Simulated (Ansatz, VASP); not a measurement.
## Two plane-wave programs on NaHf12

```
CELL_PARAMETERS angstrom
6.40000 0.00000 0.00000
-4.80000 8.31384 0.00000
0.00000 0.00000 5.06240
ATOMIC_POSITIONS crystal
Hf 0.97585 0.97859 0.97168
Hf 0.12183 0.20930 0.42397
Hf 0.00334 0.34659 0.95805
Hf 0.17769 0.56048 0.51787
Hf 0.05951 0.69770 0.05103
Hf 0.20413 0.92765 0.50512
Hf 0.52998 0.01644 0.98198
Hf 0.69601 0.22378 0.44682
Hf 0.44049 0.27388 0.83758
Hf 0.73939 0.63290 0.63793
Hf 0.48494 0.68306 0.03034
Hf 0.64999 0.89055 0.49571
Na 0.59159 0.45342 0.23747
```

Alike in both runs: functional PBE; k mesh 3 × 2 × 3; occupations fermi-dirac, width 0.1 eV; no spin polarisation.

Ansatz relaxed the structure, and its values are those at the end. VASP's run is a single point on that final structure, the one shown.

|  | VASP | Ansatz |
| --- | --- | --- |
| version | VASP 6.6.1 | Ansatz 0.2.0 |
| potentials or method | VASP PAW PBE potentials, release 64 (Hf_pv, Na_pv), cutoff 520 eV | scalar-relativistic, plane waves, PAW |
| valence electrons in the cell | 127 | 321 |

```tsv
	VASP	Ansatz	Ansatz less VASP
rms of the force components (eV/Å)	0.020	0.013	-0.0070
```

With one functional, cell and mesh, what is left measures potentials, basis and numerics. VASP's potentials hold 127 valence electrons a cell and Ansatz's 321, so a difference there can come from the potentials and not from the codes.

The k mesh is coarse, so the values compare programs but aren't converged. Neither program's run includes spin-orbit coupling.
